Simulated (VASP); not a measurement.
Wanted: the native input for a VASP 6.6.1 run.

```
Task                   : single point
Functional             : PBEsol
Potentials or basis    : VASP PAW PBE potentials, release 64 (Ta_pv, N)
Cutoff                 : 520 eV
k mesh                 : 1 × 1 × 1, shifted
Occupations            : gaussian, width 0.01 eV
Spin                   : collinear spin
Fixed moment           : 1 μB
Dipole correction      : no
Further INCAR settings : LREAL = Auto; ALGO = Normal; EDIFF = 1e-06; NBANDS = 138
```

The structure of Ta12N19 (a cell with a defect) lies in POSCAR:

```
Ta12N19
1.0
    1.9387053200     -5.1062032500      0.0000000000
    3.8774106500     10.2124065000      0.0000000000
    0.0000000000      0.0000000000     10.2351147900
Ta N
12 19
Direct
    0.2018865169      0.3940736656      0.2379805476
    0.8708686880      0.0707965392      0.4360865457
    0.1259259137      0.4284454624      0.5723296354
    0.1367394083      0.4319315671      0.9409548250
    0.8026602276      0.1004626079      0.7496129528
    0.8647417528      0.0634689358      0.0582550408
    0.1943082455      0.8983437103      0.2492092255
    0.8519541969      0.5755525627      0.4465367109
    0.1362362248      0.9377283804      0.5614442961
    0.1326264341      0.9320283041      0.9375645490
    0.8116165704      0.6029027547      0.7501708699
    0.8806902126      0.5716441132      0.0580361716
    0.6914693577      0.1543054520      0.5691393247
    0.2885382900      0.3531571967      0.4242788658
    0.6946504365      0.1532407714      0.9282989730
    0.2322121062      0.3866099954      0.7506918283
    0.3133320077      0.3449945320      0.0734750985
    0.0402014262      0.4726677906      0.1287689338
    0.9571465220      0.0245117758      0.8770621272
    0.7654120782      0.1143847302      0.2481806887
    0.9727961833      0.0357270931      0.6189108174
    0.0511874146      0.9777276371      0.3799886985
    0.6978637075      0.6561221645      0.5668573045
    0.3158974016      0.8444727803      0.4266585214
    0.6944960415      0.6533273683      0.9287528968
    0.2360735462      0.8831642443      0.7481410252
    0.3116363059      0.8455438226      0.0725860332
    0.0465192543      0.9742610609      0.1186516961
    0.9720903623      0.5306711052      0.8804518520
    0.7690576597      0.6180043434      0.2508696636
    0.9423425605      0.5191109043      0.6179609378
```

These files were run (other wordings do the same):

INCAR

```
SYSTEM = Ta12N19
PREC = Accurate
ENCUT = 520
EDIFF = 1E-6
ISMEAR = 0
SIGMA = 0.01
LREAL = Auto
LASPH = .True.
NELM = 200
ALGO = Normal
ISIF = 2
LWAVE = .False.
LCHARG = .False.
ISPIN = 2
MAGMOM = 0.04 0.02 0.05 0.03 0.04 0.03 0.03 0.02 0.04 0.03 0.04 0.04 0 0.01 0.01 0.01 0 0 0 0 0 0 0.01 0.01 0 0 0 0 0 0 0
LORBIT = 11
NUPDOWN = 1.0
LMAXMIX = 4
GGA = PS
NBANDS = 138
GGA_COMPAT = .False.
```

KPOINTS

```
Automatic mesh
0
Gamma
  1 1 1
  0.25 0.25 0.25
```

Potentials or basis: VASP PAW PBE potentials, release 64 (Ta_pv, N).

Run with:

```bash
$ cat potpaw_PBE.64/Ta_pv/POTCAR potpaw_PBE.64/N/POTCAR > POTCAR
$ mpirun -np 1 vasp_std > vasp.out
```

Results of the run:

```json
{
  "Pressure": "0.9 GPa",
  "Largest force": "0.281 eV/Å",
  "Net moment": "1.00 μB per cell",
  "Site moments": "Ta +0.06, +0.03, +0.07, +0.05, +0.08 (each value once); N +0.00, -0.00, -0.01 (each value once) μB",
  "Valence electrons inside the program's atomic spheres": "Ta 8.96, 8.93, 8.95, 8.90, 8.97, 8.89, 8.91 (each value once); N 3.80, 3.79, 3.78, 3.76, 3.81, 3.77 (each value once)"
}
```

Caveat: the k points lie up to 0.61 Å⁻¹ apart; the PAW data sets were made with another functional, which shifts forces and pressure a little; the total moment is fixed, so each spin has its own Fermi level and the state may be an excited one.

Run time: 13 min on 1 thread of Oxide Virtual Turin-like Processor, with other jobs on the host, peak memory 0.86 GiB.
